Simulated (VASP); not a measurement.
# Co (Fm-3m) in VASP: notebook, part 2 of 2

VASP 6.6.1. Earlier steps stand in the parts before.

## Step 3: Single point, r2SCAN, collinear spin, ferromagnetic start

POSCAR

```
Co
1.0
    0.0000000000      1.7917000000      1.7917000000
    1.7917000000      0.0000000000      1.7917000000
    1.7917000000      1.7917000000      0.0000000000
Co
1
Direct
    0.0000000000      0.0000000000      0.0000000000
```

INCAR.step1

```
PREC = Accurate
ENCUT = 520
ISMEAR = 0
SIGMA = 0.1
LREAL = F
LASPH = T
NELM = 150
ISPIN = 2
MAGMOM = 2.28
NUPDOWN = 2.28
LMAXMIX = 4
NBANDS = 14
GGA = PE
ALGO = Normal
EDIFF = 1E-4
LWAVE = T
LCHARG = F
```

INCAR.step2

```
PREC = Accurate
ENCUT = 520
EDIFF = 1E-6
ISMEAR = 0
SIGMA = 0.1
LREAL = F
LASPH = T
NELM = 150
ALGO = Normal
ISIF = 2
LWAVE = F
LCHARG = F
ISPIN = 2
MAGMOM = 2.28
LORBIT = 11
NUPDOWN = 2.28
LMAXMIX = 4
METAGGA = R2SCAN
LMIXTAU = T
NBANDS = 14
ISTART = 1
```

KPOINTS

```
regular mesh
0
Gamma
  14 14 14
```

Potentials or basis: VASP PAW PBE potentials, release 64 (Co).

The run is started by

```bash
$ cat potpaw_PBE.64/Co/POTCAR > POTCAR
$ cp INCAR.step1 INCAR
$ mpirun -np 1 vasp_std > vasp.out
$ cp INCAR.step2 INCAR
$ mpirun -np 1 vasp_std > vasp.out
```

It took 2.4 min on 1 thread of Intel Xeon Platinum 8488C (Sapphire Rapids), shared host; peak memory 0.15 GiB.

The run converged. Its results:

```yaml
Free_energy: -13.0264 eV
Pressure: -3.4 GPa
Net_moment: 2.28 μB per cell
Site_moments: Co +2.30 μB
Valence_electrons_inside_the_program's_atomic_spheres: Co 8.16
```

Caveat: the PAW data sets were made with another functional, which shifts forces and pressure a little; the total moment is fixed, so each spin has its own Fermi level.

## Step 4: Single point, r2SCAN, collinear spin, ferromagnetic start

POSCAR is that of step 3.

INCAR.step1

```
  PREC = Accurate
  ENCUT = 520
  ISMEAR = 0
  SIGMA = 0.1
  LREAL = F
  LASPH = T
  NELM = 150
  ISPIN = 2
  MAGMOM = 3.2
  NUPDOWN = 3.2
  LMAXMIX = 4
  NBANDS = 14
  GGA = PE
  ALGO = Normal
  EDIFF = 1E-4
  LWAVE = T
  LCHARG = F
```

INCAR.step2

```
  PREC = Accurate
  ENCUT = 520
  EDIFF = 1E-6
  ISMEAR = 0
  SIGMA = 0.1
  LREAL = F
  LASPH = T
  NELM = 150
  ALGO = Normal
  ISIF = 2
  LWAVE = F
  LCHARG = F
  ISPIN = 2
  MAGMOM = 3.2
  LORBIT = 11
  NUPDOWN = 3.2
  LMAXMIX = 4
  METAGGA = R2SCAN
  LMIXTAU = T
  NBANDS = 14
  ISTART = 1
```

KPOINTS

```
Automatic mesh
0
Gamma
  14 14 14
```

The run is started by

```bash
$ cat potpaw_PBE.64/Co/POTCAR > POTCAR
$ cp INCAR.step1 INCAR
$ mpirun -np 1 vasp_std > vasp.out
$ cp INCAR.step2 INCAR
$ mpirun -np 1 vasp_std > vasp.out
```

It took 2.3 min on 1 thread of Intel Xeon Platinum 8488C (Sapphire Rapids), shared host; peak memory 0.15 GiB.

The run converged. Its results:

| Quantity | Value |
| --- | --- |
| Free energy | -11.1316 eV |
| Pressure | 30.3 GPa |
| Net moment | 3.20 μB per cell |
| Site moments | Co +3.09 μB |
| Valence electrons inside the program's atomic spheres | Co 8.12 |

Caveat: the PAW data sets were made with another functional, which shifts forces and pressure a little; the total moment is fixed, so each spin has its own Fermi level.

## Step 5: Single point, r2SCAN, collinear spin, ferromagnetic start

POSCAR is that of step 4.

INCAR.step1

```
PREC = Accurate
ENCUT = 520
ISMEAR = 0
SIGMA = 0.1
LREAL = False
LASPH = True
NELM = 150
ISPIN = 2
MAGMOM = 0.3
LMAXMIX = 4
NBANDS = 14
GGA = PE
ALGO = Normal
EDIFF = 1E-4
LWAVE = True
LCHARG = False
```

INCAR.step2

```
PREC = Accurate
ENCUT = 520
EDIFF = 1E-7
ISMEAR = 0
SIGMA = 0.1
LREAL = False
LASPH = True
NELM = 150
ALGO = Normal
ISIF = 2
LWAVE = False
LCHARG = False
ISPIN = 2
MAGMOM = 0.3
LORBIT = 11
LMAXMIX = 4
METAGGA = R2SCAN
LMIXTAU = True
NBANDS = 14
ISTART = 1
```

KPOINTS

```
regular mesh
0
Gamma
  14 14 14
```

The run is started by

```bash
$ cat potpaw_PBE.64/Co/POTCAR > POTCAR
$ cp INCAR.step1 INCAR
$ mpirun -np 1 vasp_std > vasp.out
$ cp INCAR.step2 INCAR
$ mpirun -np 1 vasp_std > vasp.out
```

Run time: 2.7 min. Hardware: 1 thread of Intel Xeon Platinum 8488C (Sapphire Rapids), shared host; peak memory 0.15 GiB.

It converged, with:

```
Free energy                                           : -12.5787 eV
Pressure                                              : -29.0 GPa
Net moment                                            : 0.00 μB per cell
Valence electrons inside the program's atomic spheres : Co 8.21
```

Levels at points of the mesh, in eV from the Fermi level:
Spin up:
| k point | band 1 | band 2 | band 3 | band 4 | band 5 | band 6 | band 7 | band 8 |
| --- | --- | --- | --- | --- | --- | --- | --- | --- |
| (0.00, 0.00, 0.00) | -8.76 | -1.61 | -1.61 | -1.61 | -0.59 | -0.59 | 23.67 | 28.21 |
| (0.50, 0.00, 0.00) | -4.35 | -1.75 | -1.75 | -0.04 | 0.29 | 0.29 | 6.65 | 22.29 |
| (0.50, 0.50, 0.00) | -4.32 | -3.62 | 0.18 | 0.55 | 0.55 | 2.76 | 10.02 | 15.43 |
Spin down:
| k point | band 1 | band 2 | band 3 | band 4 | band 5 | band 6 | band 7 | band 8 |
| --- | --- | --- | --- | --- | --- | --- | --- | --- |
| (0.00, 0.00, 0.00) | -8.76 | -1.62 | -1.62 | -1.62 | -0.57 | -0.57 | 23.68 | 28.22 |
| (0.50, 0.00, 0.00) | -4.36 | -1.75 | -1.75 | -0.04 | 0.29 | 0.29 | 6.64 | 22.29 |
| (0.50, 0.50, 0.00) | -4.31 | -3.62 | 0.20 | 0.54 | 0.54 | 2.76 | 10.03 | 15.43 |

Caveat: the PAW data sets were made with another functional, which shifts forces and pressure a little.

## Step 6: The runs side by side

```csv
fixed moment (μB),pressure (GPa),moment (μB)
0.46,-27.8,0.46
2.28,-3.4,2.28
3.2,30.3,3.20
-,-29.0,0.00
```

Alike in all rows: task single point; level r2SCAN; potentials or basis VASP PAW PBE potentials, release 64 (Co); spin collinear, ferromagnetic start; cell as given; k mesh 14 × 14 × 14; cutoff (eV) 520; smearing gaussian 0.1 eV.

Caveats: the PAW data sets were made with another functional, which shifts forces and pressure a little; the total moment is fixed, so each spin has its own Fermi level (some runs).

Absolute energies hang on the potentials; compare differences alone.
